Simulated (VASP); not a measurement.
Write the native input for VASP 6.6.1 that does the following.

```yaml
Task: single point
Functional: PBE
Potentials_or_basis: VASP PAW PBE potentials, release 64 (Zn, Cd, O)
Cutoff: 520 eV
k_mesh: 4 × 4 × 4
Occupations: gaussian, width 0.1 eV
Spin: collinear spin, ferromagnetic start
Starting_moments: "[0.0, 0.0, 0.0, 0.0, 1.0, 1.0, 1.0, 1.0] μB"
Dipole_correction: no
Further_INCAR_settings: ALGO = Normal; EDIFF = 1e-06; NBANDS = 50
```

The structure of ZnCd3O4 lies in POSCAR:

```
ZnCd3O4
1.0
    4.9987277000      0.0000000000      0.0000000000
    0.0000000000      4.9987277000      0.0000000000
    0.0000000000      0.0000000000      4.9987277000
Zn Cd O
1 3 4
Direct
    0.0000000000      0.0000000000      0.0000000000
    0.0000000000      0.5000000000      0.5000000000
    0.5000000000      0.0000000000      0.5000000000
    0.5000000000      0.5000000000      0.0000000000
    0.7678240000      0.7678240000      0.2321760000
    0.7678240000      0.2321760000      0.7678240000
    0.2321760000      0.7678240000      0.7678240000
    0.2321760000      0.2321760000      0.2321760000
```

The input as run:

INCAR

```
SYSTEM = ZnCd3O4
ALGO = Normal ; EDIFF = 1E-6
ENCUT = 520 ; GGA = PE
ISIF = 2 ; ISMEAR = 0
ISPIN = 2 ; LASPH = .True.
LCHARG = .False. ; LORBIT = 11
LREAL = .False. ; LWAVE = .False.
MAGMOM = 0 0 0 0 1 1 1 1 ; NBANDS = 50
NELM = 150 ; PREC = Accurate
SIGMA = 0.1
```

KPOINTS

```
k-points
0
Gamma
  4 4 4
  0 0 0
```

Potentials or basis: VASP PAW PBE potentials, release 64 (Zn, Cd, O).

The run is started by

```sh
$ cat potpaw_PBE.64/Zn/POTCAR potpaw_PBE.64/Cd/POTCAR potpaw_PBE.64/O/POTCAR > POTCAR
$ mpirun -np 1 vasp_std > vasp.out
```

Results of the run:

| Quantity | Value |
| --- | --- |
| Pressure | 1.1 GPa |
| Largest force | 0.032 eV/Å |
| Band gap on the k mesh | zero (filled and empty bands touch) |
| Net moment | 0.00 μB per cell |
| Valence electrons inside the program's atomic spheres | Zn 10.76; Cd 10.28; O 4.93 |

Wall time 73 s on 1 thread of Intel(R) Xeon(R) 6975P-C (Granite Rapids) (shared host), peak memory 0.33 GiB.
